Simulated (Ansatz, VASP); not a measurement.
# Two plane-wave programs on Al3BP2

```
Al B P
1.0
     2.59110    1.49597    4.17054
    -2.59110    1.49597    4.17054
     0.00000   -2.99195    4.17054
Al B P
3 1 2
Direct
  0.00000 0.50000 0.50000
  0.50000 0.50000 0.00000
  0.50000 0.00000 0.50000
  0.50000 0.50000 0.50000
  0.12356 0.12356 0.12356
  0.87644 0.87644 0.87644
```

Change from the starting cell: species swapped into the Eu2Al3Ag type (R-3m, No. 166).

Alike in both runs: task relaxation of cell and atoms; functional PBE; k mesh 6 × 6 × 6; occupations gaussian, width 0.1 eV; no spin polarisation.

```csv
,VASP,Ansatz
version,VASP 6.6.1,Ansatz 0.2.0
potentials or method,"VASP PAW PBE potentials, release 64 (Al, B, P), cutoff 600 eV","scalar-relativistic, plane waves, PAW"
valence electrons in the cell,22,22
```

|  | VASP | Ansatz | Ansatz less VASP |
| --- | --- | --- | --- |
| gap on the k mesh at the Fermi level, each at its own relaxed structure (eV) | none | none | - |
| relaxed volume (Å³/atom) | 15.38 | 15.33 | -0.051 |
| relaxed cell length with the largest relative difference (Å) | 4.525 | 4.521 | -0.0041 |

A gap of «none» marks a metal or a gap that the smearing closes.
